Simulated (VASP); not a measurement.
# SiC (Moissanite) (P6_3mc) in VASP: a series of runs

Aim: see how the results for SiC (Moissanite) move with the level of theory and the settings. Levels: PBEsol, revPBE+D3(BJ). Tasks: relaxation of cell and atoms.

Program: VASP 6.6.1. These are calculated values, not measurements. Logs are shortened: lines on timing, memory, paths and dates and some standing lists are left out, and cuts for length are marked.

## Step 1: The cell of the first run

Symmetry: P6_3mc, No. 186, hexagonal system. Conventional cell: a = 3.076 Å, b = 3.076 Å, c = 5.048 Å, α = 90.00°, β = 90.00°, γ = 120.00°. Si (site symmetry 3m) has 4 C at 1.87 to 1.94 Å within 2.5 Å. C (site symmetry 3m) has 4 Si at 1.87 to 1.94 Å within 2.5 Å.

## Step 2: Relaxation of cell and atoms, PBEsol

The input, INCAR:

```
SYSTEM = SiC
ALGO = Normal
EDIFF = 1E-7
EDIFFG = -0.005
ENCUT = 600
GGA = PS
IBRION = 2
ISIF = 3
ISMEAR = -1
LASPH = .True.
LCHARG = .False.
LREAL = .False.
LWAVE = .False.
NELM = 60
NSW = 80
PREC = Accurate
SIGMA = 0.1
```

The input, KPOINTS:

```
k-points
0
Gamma
  12 12 4
  0 0 0
```

The input, POSCAR:

```
SiC
1.0
    3.0760000000      0.0000000000      0.0000000000
   -1.5380000000      2.6638941400      0.0000000000
    0.0000000000      0.0000000000      5.0480000000
Si C
2 2
Direct
    0.3333333340      0.6666666679      0.0000000000
    0.6666666660      0.3333333321      0.5000000000
    0.3333333340      0.6666666679      0.3850000000
    0.6666666660      0.3333333321      0.8850000000
```

Potentials or basis: VASP PAW PBE potentials, release 64 (Si, C).

On the command line:

```sh
$ cat potpaw_PBE.64/Si/POTCAR potpaw_PBE.64/C/POTCAR > POTCAR
$ mpirun -np 1 vasp_std > vasp.out
```

OUTCAR:

```text
SYSTEM = SiC
   EDIFF = 1E-7
   EDIFFG = -0.005
   ENCUT = 600
   GGA = PS
   IBRION = 2
   ISIF = 3
   ISMEAR = -1
   LASPH = .True.
   LREAL = .False.
   NELM = 60
   NSW = 80
   PREC = Accurate

 ion  position               nearest neighbor table
   1  0.333  0.667  0.000-   4 1.87   4 1.87   4 1.87   3 1.94   2 3.09   2 3.09   2 3.09   2 3.09
                             2 3.09   2 3.09
   2  0.667  0.333  0.500-   3 1.87   3 1.87   3 1.87   4 1.94   1 3.09   1 3.09   1 3.09   1 3.09
                             1 3.09   1 3.09
   3  0.333  0.667  0.385-   2 1.87   2 1.87   2 1.87   1 1.94
   4  0.667  0.333  0.885-   1 1.87   1 1.87   1 1.87   2 1.94

  LATTYP: Found a hexagonal cell.
 ALAT       =     3.0760000000
 C/A-ratio  =     1.6410923277

  Lattice vectors:

 A1 = (   3.0760000000,   0.0000000000,   0.0000000000)
 A2 = (  -1.5380000000,   2.6638941400,   0.0000000000)
 A3 = (   0.0000000000,   0.0000000000,   5.0480000000)

Analysis of symmetry for initial positions (statically):
=====================================================================
 Subroutine PRICEL returns:
 Original cell was already a primitive cell.

 Routine SETGRP: Setting up the symmetry group for a
 hexagonal supercell.

 Subroutine GETGRP returns: Found 12 space group operations
 (whereof  6 operations were pure point group operations)
 out of a pool of 24 trial point group operations.

The static configuration has the point symmetry C_3v.
 The point group associated with its full space group is C_6v.

Analysis of symmetry for dynamics (positions and initial velocities):
=====================================================================
 Subroutine PRICEL returns:
 Original cell was already a primitive cell.

 Routine SETGRP: Setting up the symmetry group for a
 hexagonal supercell.

 Subroutine GETGRP returns: Found 12 space group operations
 (whereof  6 operations were pure point group operations)
 out of a pool of 24 trial point group operations.

The dynamic configuration has the point symmetry C_3v.
 The point group associated with its full space group is C_6v.

 Subroutine INISYM returns: Found 12 space group operations
 (whereof  6 operations are pure point group operations),
 and found     1 'primitive' translations

----------------------------------------------------------------------------------------

                                     Primitive cell

  volume of cell :      41.3640

  direct lattice vectors                    reciprocal lattice vectors
     3.076000000  0.000000000  0.000000000     0.325097529  0.187695146  0.000000000
    -1.538000000  2.663894140  0.000000000     0.000000000  0.375390292  0.000000000
     0.000000000  0.000000000  5.048000000     0.000000000  0.000000000  0.198098257

  length of vectors
     3.076000000  3.075999998  5.048000000     0.375390292  0.375390292  0.198098257

  position of ions in fractional coordinates (direct lattice)
     0.333333334  0.666666668  0.000000000
     0.666666666  0.333333332  0.500000000
     0.333333334  0.666666668  0.385000000
     0.666666666  0.333333332  0.885000000

  ion indices of the primitive-cell ions
   primitive index   ion index
                 1           1
                 2           2
                 3           3
                 4           4

----------------------------------------------------------------------------------------

 KPOINTS: k-points

Automatic generation of k-mesh.
 Grid dimensions read from file:
 generate k-points for:   12   12    4

 Generating k-lattice:

  Cartesian coordinates                     Fractional coordinates (reciprocal lattice)
     0.027091461  0.015641262  0.000000000     0.083333333  0.000000000  0.000000000
     0.000000000  0.031282524  0.000000000     0.000000000  0.083333333  0.000000000
     0.000000000  0.000000000  0.049524564     0.000000000  0.000000000  0.250000000

  Length of vectors
     0.031282524  0.031282524  0.049524564

  Shift w.r.t. Gamma in fractional coordinates (k-lattice)
     0.000000000  0.000000000  0.000000000

 Subroutine IBZKPT returns following result:
 ===========================================

 Found     57 irreducible k-points:

 Following reciprocal coordinates:
            Coordinates               Weight
  0.000000  0.000000  0.000000      1.000000
  0.083333 -0.000000  0.000000      6.000000
  0.166667  0.000000  0.000000      6.000000
  0.250000  0.000000  0.000000      6.000000
  0.333333  0.000000  0.000000      6.000000
  0.416667  0.000000  0.000000      6.000000
[... 16 lines left out ...]
  0.250000  0.000000  0.250000     12.000000
  0.333333  0.000000  0.250000     12.000000
 [... further k-points ...]
   k-points           NKPTS =     57   k-points in BZ     NKDIM =     57   number of bands    NBANDS=     12
   number of dos      NEDOS =    301   number of ions     NIONS =      4
   total plane-waves  NPLWV =  31360
   dimension x,y,z NGX =    28 NGY =   28 NGZ =   40
   dimension x,y,z NGXF=    56 NGYF=   56 NGZF=   80
   ions per type =               2   2
   NGX,Y,Z   is equivalent  to a cutoff of  15.13, 15.13, 13.17 a.u.
   NGXF,Y,Z  is equivalent  to a cutoff of  30.27, 30.27, 26.35 a.u.
 SYSTEM =  SiC
   PREC   = accura    normal or accurate (medium, high low for compatibility)
   ISTART =      0    job   : 0-new  1-cont  2-samecut
   ICHARG =      2    charge: 1-file 2-atom 10-const
   ISPIN  =      1    spin polarized calculation?
   LNONCOLLINEAR =      F non collinear calculations
   LSORBIT =      F    spin-orbit coupling
   LASPH  =      T    aspherical Exc in radial PAW
   ENCUT  =  600.0 eV  44.10 Ry    6.64 a.u.   6.14  6.14 10.08*2*pi/ulx,y,z
   NELM   =     60;   NELMIN=  2; NELMDL= -5     # of ELM steps
   EDIFF  = 0.1E-06   stopping-criterion for ELM
   LREAL  =      F    real-space projection
   EDIFFG = -.5E-02   stopping-criterion for IOM
   NSW    =     80    number of steps for IOM
   IBRION =      2    ionic relax: 0-MD 1-quasi-New 2-CG
   NFREE  =      1    steps in history (QN), initial steepest desc. (CG)
   ISIF   =      3    stress and relaxation
   ISYM   =      2    0-nonsym 1-usesym 2-fastsym
   POTIM  = 0.5000    time-step for ionic-motion
   TEBEG  =    0.0;   TEEND  =   0.0 temperature during run
   PSTRESS=    0.0 pullay stress
   NELECT =      16.0000    total number of electrons
   NUPDOWN=      -1.0000    fix difference up-down
   EMIN   =  10.00;   EMAX   =-10.00  energy-range for DOS
   EFERMI =   0.00;   METHOD = LEGACY
   ISMEAR =    -1;   SIGMA  =   0.10  broadening in eV -4-tet -1-fermi 0-gaus
   EFERMI_NEDOS =   21; number of points for ismear=-14 and -15
   IALGO  =     38    algorithm
   IMIX   =      4    mixing-type and parameters
     AMIX     =   0.40;   BMIX     =  1.00
     AMIX_MAG =   1.60;   BMIX_MAG =  1.00
  volume/ion in A,a.u.               =      10.34        69.78
  Fermi-wavevector in a.u.,A,eV,Ry     =   1.192817  2.254098 19.358549  1.422813
  Thomas-Fermi vector in A             =   2.328847
   LORBIT       =      0    0 simple, 1 ext, 2 COOP (PROOUT), +10 PAW based schemes
   GGA     = PS    functional components
   LHFCALC =     F    Hartree Fock is set to
   AEXX    =    0.0000 exact exchange contribution
   IVDW    =     0    specifies the selected vdW correction
   LEPSILON=     F    determine dielectric tensor
   LRPA    =     F    only Hartree local field effects (RPA)
 conjugate gradient relaxation of ions
 non-spin polarized calculation
  energy-cutoff  :      600.00
  volume of cell :       41.36
 maximum number of plane-waves:      1404
 NGX is ok and might be reduce to    28
   NGX = 13   NGY = 13   NGZ = 21

--------------------------------------- Ionic step        1  -------------------------------------------

 number of electron      16.0000001 magnetization

 Free energy of the ion-electron system (eV)
  ---------------------------------------------------
  ext. energy  EPLUGINS =         0.00000000
  ---------------------------------------------------
  free energy    TOTEN  =       -31.78906285 eV

  energy without entropy =      -31.78906222  energy(sigma->0) =      -31.78906253

------------------------ aborting loop because EDIFF is reached ----------------------------------------

  FORCE on cell =-STRESS in cart. coord.  units (eV):
  Direction    XX          YY          ZZ          XY          YZ          ZX
  --------------------------------------------------------------------------------------
  -------------------------------------------------------------------------------------
  Total        0.5525048      0.5525048     -0.7314054      0.0000000      0.0000000      0.0000000
  in kB       21.4005054     21.4005054    -28.3299690      0.0000000      0.0000000      0.0000000
  external PRESSURE =       4.8236806 kB  Pullay stress =       0.0000000 kB
[... 213 lines left out ...]
  energy  without entropy=      -31.8250618502  energy(sigma->0) =      -31.82506234

--------------------------------------- Ionic step        7  -------------------------------------------

 number of electron      16.0000000 magnetization

 Free energy of the ion-electron system (eV)
  ---------------------------------------------------
  ext. energy  EPLUGINS =         0.00000000
  ---------------------------------------------------
  free energy    TOTEN  =       -31.82508085 eV

  energy without entropy =      -31.82507986  energy(sigma->0) =      -31.82508036

 E-fermi :   9.3163     XC(G=0): -11.4954

 val. band max:        8.1975064276   @ k =   0.0000   0.0000   0.0000
 cond. band min:      10.3146405305   @ k =   0.3333   0.3333   0.0000
 fundamental gap:      2.1171341029
 Fermi energy:         9.3162723945

 k-point     1 :       0.0000    0.0000    0.0000
  band No.  band energies     occupation
      1      -7.3848      2.00000
      2      -3.7838      2.00000
      3      -0.5593      2.00000
      4       6.8756      2.00000
      5       6.8756      2.00000
      6       8.0855      1.99999
      7       8.1975      1.99997
      8       8.1975      1.99997
      9      12.9303      0.00000
     10      14.3406      0.00000
     11      14.7871      0.00000
     12      14.7871      0.00000
[... 331 lines left out ...]
 k-point    24 :       0.3333    0.0000    0.2500
  band No.  band energies     occupation
      1      -5.2397      2.00000
      2      -3.2041      2.00000
      3       0.9922      2.00000
      4       2.8807      2.00000
      5       3.2579      2.00000
      6       5.4551      2.00000
      7       6.6435      2.00000
      8       6.8744      2.00000
      9      11.4237      0.00000
     10      12.4656      0.00000
     11      14.3691      0.00000
     12      16.3633      0.00000

 [... further k-points ...]

------------------------ aborting loop because EDIFF is reached ----------------------------------------

  FORCE on cell =-STRESS in cart. coord.  units (eV):
  Direction    XX          YY          ZZ          XY          YZ          ZX
  --------------------------------------------------------------------------------------
  -------------------------------------------------------------------------------------
  Total        0.0032834      0.0032834     -0.0008591      0.0000000      0.0000000     -0.0000000
  in kB        0.1270691      0.1270691     -0.0332472      0.0000000      0.0000000     -0.0000000
  external PRESSURE =       0.0736303 kB  Pullay stress =       0.0000000 kB
[... 19 lines left out ...]
  FREE ENERGIE OF THE ION-ELECTRON SYSTEM (eV)
  ---------------------------------------------------
  free  energy   TOTEN  =       -31.8250808510 eV

  energy  without entropy=      -31.8250798611  energy(sigma->0) =      -31.82508036

 reached required accuracy - stopping structural energy minimisation
```

It took 73 s on 1 thread of AMD EPYC 9R45 (Zen 5), shared host; peak memory 0.16 GiB.

What came out:

```yaml
Free_energy: -31.8251 eV
Relaxed_volume: 10.35 Å³/atom
Relaxed_cell: a = 3.077 Å, b = 3.077 Å, c = 5.049 Å, α = 90.00°, β = 90.00°, γ = 120.00°
Space_group_after_relaxing_to_0.05_Å: P6_3mc (No. 186)
Energy_gained_by_relaxing: 9.0 meV/atom
Ionic_steps: 7
Pressure_after_relaxing: 0.0 GPa
Band_gap_on_the_k_mesh: 2.12 eV, indirect (least direct gap 3.85 eV)
```

Step by step:
```tsv
step	energy change (eV)	largest force (eV/Å)	pressure (GPa)	volume (Å³)
1	0.0000	0.7496	0.48	41.36
2	-0.0026	0.6806	-0.52	41.55
3	-0.0329	0.0721	-0.34	41.46
4	-0.0359	0.0154	0.27	41.35
5	-0.0360	0.0041	0.19	41.37
6	-0.0360	0.0049	-0.15	41.43
7	-0.0360	0.0008	0.01	41.40
```

Final structure:
```
CELL_PARAMETERS angstrom
3.07694 0.00000 0.00000
-1.53847 2.66471 0.00000
0.00000 0.00000 5.04929
ATOMIC_POSITIONS crystal
Si 0.33333 0.66667 0.00458
Si 0.66667 0.33333 0.50458
C 0.33333 0.66667 0.38042
C 0.66667 0.33333 0.88042
```

Caveat: the PAW data sets were made with another functional, which shifts forces and pressure a little.

## Step 3: Relaxation of cell and atoms, revPBE+D3(BJ)

The input, INCAR:

```
ALGO = Normal
EDIFF = 1E-6
EDIFFG = -0.005
ENCUT = 600
GGA = RE
IBRION = 2
ISIF = 3
ISMEAR = -1
IVDW = 12
LASPH = T
LCHARG = F
LREAL = F
LWAVE = F
NELM = 80
NSW = 80
PREC = Accurate
SIGMA = 0.1
```

The input, KPOINTS:

```
k-points
0
Gamma
  12 12 4
```

POSCAR is that of step 2.

Potentials or basis: VASP PAW PBE potentials, release 64 (Si, C).

On the command line:

```sh
$ cat potpaw_PBE.64/Si/POTCAR potpaw_PBE.64/C/POTCAR > POTCAR
$ mpirun -np 1 vasp_std > vasp.out
```

Run time: 84 s. Hardware: 1 thread of AMD EPYC 9R45 (Zen 5), shared host; peak memory 0.17 GiB.

Results (log left out):

| Property | Result |
| --- | --- |
| Free energy | -31.2814 eV |
| Relaxed volume | 10.15 Å³/atom |
| Relaxed cell | a = 3.057 Å, b = 3.057 Å, c = 5.016 Å, α = 90.00°, β = 90.00°, γ = 120.00° |
| Space group after relaxing (to 0.05 Å) | P6_3mc (No. 186) |
| Energy gained by relaxing | 11.7 meV/atom |
| Ionic steps | 8 |
| Pressure after relaxing | 0.0 GPa |
| Band gap on the k mesh | 2.27 eV, indirect (least direct gap 4.03 eV) |
| Dispersion energy per atom | -0.610 eV |

The path:
```
step  energy change (eV)  largest force (eV/Å)  pressure (GPa)  volume (Å³)
   1              0.0000                0.7598           -3.83        41.36
   2             -0.0009                0.7787            4.30        39.90
   3             -0.0437                0.0757           -0.04        40.59
   4             -0.0437                0.0597            0.05        40.58
   5             -0.0466                0.0010            0.42        40.52
   6             -0.0467                0.0086            0.36        40.53
   7             -0.0467                0.0072           -0.29        40.64
   8             -0.0468                0.0002            0.01        40.59
```

Final structure:
```
Si C
1.0
     3.05673    0.00000    0.00000
    -1.52836    2.64720    0.00000
     0.00000    0.00000    5.01603
Si C
2 2
Cartesian
  0.0000 1.7648 0.0232
  1.5284 0.8824 2.5312
  0.0000 1.7648 1.9080
  1.5284 0.8824 4.4160
```

Levels at points of the mesh, in eV from the valence-band top:
| k point | band 4 | band 5 | band 6 | band 7 | band 8 | band 9 | band 10 | band 11 | band 12 |
| --- | --- | --- | --- | --- | --- | --- | --- | --- | --- |
| (0.00, 0.00, 0.00) | -1.32 | -1.32 | -0.11 | 0.00 | 0.00 | 4.99 | 6.43 | 6.81 | 6.81 |
| (0.50, 0.00, 0.00) | -6.33 | -5.49 | -3.35 | -3.33 | -1.20 | 2.83 | 4.26 | 7.06 | 7.21 |
| (0.00, 0.00, 0.50) | -4.48 | -0.71 | -0.71 | -0.71 | -0.71 | 6.09 | 6.09 | 7.48 | 7.48 |
| (0.50, 0.00, 0.50) | -8.34 | -2.46 | -2.46 | -2.35 | -2.35 | 3.34 | 3.34 | 5.37 | 5.37 |

Caveat: the PAW data sets were made with another functional, which shifts forces and pressure a little. A k mesh can miss the band edges.
